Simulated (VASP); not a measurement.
A run of VASP 6.6.1 is set up as follows.

The input INCAR:

```
ALGO     = Normal         # electronic algorithm
EDIFF    = 1E-6           # SCF threshold, eV
ENCUT    = 500            # plane-wave cutoff, eV
GGA      = PS             # functional
GGA_COMPAT= F            
ISIF     = 2              # what is computed and relaxed
ISMEAR   = 0              # smearing method
LASPH    = T              # aspherical terms in the spheres
LCHARG   = T              # write CHGCAR
LELF     = T              # ELF
LREAL    = F              # projectors in reciprocal space
LVHAR    = T            
LWAVE    = F              # write WAVECAR
NBANDS   = 16             # bands
NELM     = 120            # most SCF steps
PREC     = Accurate       # precision mode
SIGMA    = 0.1            # smearing width, eV
```

Contents of KPOINTS:

```
k-points
0
Gamma
  6 6 6
```

POSCAR

```
InSb
1.0
    0.0000000000      2.7444885247      2.7444885247
    2.7444885247      0.0000000000      2.7444885247
    2.7444885247      2.7444885247      0.0000000000
In Sb
1 1
Direct
    0.5000000000      0.5000000000      0.5000000000
    0.0000000000      0.0000000000      0.0000000000
```

Potentials or basis: VASP PAW PBE potentials, release 64 (In_d, Sb).

The run is started by

```bash
$ cat potpaw_PBE.64/In_d/POTCAR potpaw_PBE.64/Sb/POTCAR > POTCAR
$ mpirun -np 1 vasp_std > vasp.out
```

(1) Predict the band gap on the k mesh.

(2) What does it give for the pressure?

Answers

(1) zero (band 9 reaches 12.08 eV, above the bottom of band 10 at 8.07 eV).

(2) 32.4 GPa.

Caveat: the PAW data sets were made with another functional, which shifts forces and pressure a little; spin-orbit coupling is left out, which moves the levels of the heavy elements.
